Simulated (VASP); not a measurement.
Wanted: the native input for a VASP 6.6.1 run.

* Task: relaxation of cell and atoms
* Functional: PBE
* Potentials or basis: VASP PAW PBE potentials, release 64 (Nd_3, Hf_pv), 4f in core
* Cutoff: 500 eV
* k mesh: 6 × 6 × 6
* Occupations: gaussian, width 0.2 eV
* Spin: no spin polarisation
* Dipole correction: no
* Further INCAR settings: ALGO = Normal; EDIFF = 1e-07; IBRION = 2; EDIFFG = -0.08; NSW = 36; ISIF = 3

The structure of NdHf lies in POSCAR:

```
NdHf
1.0
   -2.1206766500      2.1206766500      2.5606218200
    2.1206766500     -2.1206766500      2.5606218200
    2.1206766500      2.1206766500     -2.5606218200
Nd Hf
1 1
Direct
    0.0000000000      0.0000000000      0.0000000000
    0.5000000000      0.5000000000      0.0000000000
```

The cell was generated, and may not be a known phase.

One way to write it, as run:

INCAR

```
SYSTEM = NdHf
PREC = Accurate ; ENCUT = 500
EDIFF = 1E-7 ; ISMEAR = 0
SIGMA = 0.2 ; LREAL = .FALSE.
LASPH = .TRUE. ; NELM = 200
ALGO = Normal ; ISIF = 3
LWAVE = .FALSE. ; LCHARG = .FALSE.
GGA = PE ; IBRION = 2
NSW = 36 ; EDIFFG = -0.08
GGA_COMPAT = .FALSE. ; NELMIN = 4
LMAXMIX = 6
```

KPOINTS

```
regular mesh
0
G
  6 6 6
  0 0 0
```

Potentials or basis: VASP PAW PBE potentials, release 64 (Nd_3, Hf_pv), 4f in core.

Launch:

```sh
$ cat potpaw_PBE.64/Nd_3/POTCAR potpaw_PBE.64/Hf_pv/POTCAR > POTCAR
$ mpirun -np 1 vasp_std > vasp.out
```

It gave:

The relaxed volume is 30.38 Å³/atom, the relaxed cell is a = 4.409 Å, b = 4.409 Å, c = 4.409 Å, α = 119.84°, β = 119.84°, γ = 90.29° and the space group after relaxing (to 0.1 Å) is Fm-3m (No. 225). The energy gained by relaxing is 598.5 meV/atom. The ionic steps are 6, the pressure after relaxing is 0.0 GPa and the band gap on the k mesh is zero (an odd number of electrons rules out a gap without spin polarisation).

Caveat: the volume moved by over 15 % at a fixed basis, so the end points are rough; spin-orbit coupling is left out, which moves the levels of the heavy elements; the 4f electrons are frozen in the core, so they carry no moment and show no levels.

Run time: 96 s on 1 thread of AMD EPYC 7R13 Processor (Zen 3) (shared host), peak memory 0.16 GiB.
